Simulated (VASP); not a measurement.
Runs of VASP 6.6.1 on CdSe. The structure is that of space group Fm-3m (No. 225), or close to it. The cells are those of the table. 

```tsv
task	cell	k mesh	gap on the mesh (eV)	pressure (GPa)
single point	a = 4.065 Å, angles 60.0°, 2 atoms	6 × 6 × 6	none	0.0
single point	a = 3.898 Å, angles 60.0°, 2 atoms	6 × 6 × 6	none	(a)
relaxation of cell and atoms	relaxed from a = 3.898 Å, angles 60.0°, 2 atoms	6 × 6 × 6	none	0.0
single point	a = 4.057 Å, angles 60.0°, 2 atoms	12 × 12 × 12	none	0.3
```

Alike in all rows: level PBE; potentials or basis VASP PAW PBE potentials, release 64 (Cd, Se); no spin polarisation; cutoff (eV) 500; smearing gaussian 0.1 eV.

Fill in the values left out.

(a) 10.2.

A k mesh can miss the band edges, and the runs leave out spin-orbit coupling on Cd, Se.

A gap of «none» marks levels without a gap at the run's occupations.
